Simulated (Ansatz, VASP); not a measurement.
Mg in VASP and in Ansatz

```xyz
1
Lattice="-1.7499 1.7499 1.7049 1.7499 -1.7499 1.7049 1.7499 1.7499 -1.7049" Properties=species:S:1:pos:R:3 pbc="T T T"
Mg    0.0000    0.0000    0.0000
```

Alike in both runs: task single point; functional PBE; k mesh 18 × 18 × 18; occupations gaussian, width 0.15 eV; no spin polarisation.

```csv
,VASP,Ansatz
version,VASP 6.6.1,Ansatz 0.2.0
potentials or method,"VASP PAW PBE potentials, release 64 (Mg), cutoff 520 eV","scalar-relativistic, plane waves, PAW"
valence electrons in the cell,2,10
```

Ansatz gave:

| Property | Result |
| --- | --- |
| gap on the k mesh at the Fermi level (eV) | none |
| pressure (GPa) | 4.0 |
| traceless stress, the component that is largest in VASP (GPa) | 0.05 |

Problem. What did VASP give for the same quantities?

Solution. gap on the k mesh at the Fermi level (eV): none; pressure (GPa): 3.8; traceless stress, the component that is largest in VASP (GPa): 0.05.

A gap of «none» marks a metal or a gap that the smearing closes. VASP's potentials hold 2 valence electrons a cell and Ansatz's 10, so a difference there can come from the potentials and not from the codes.
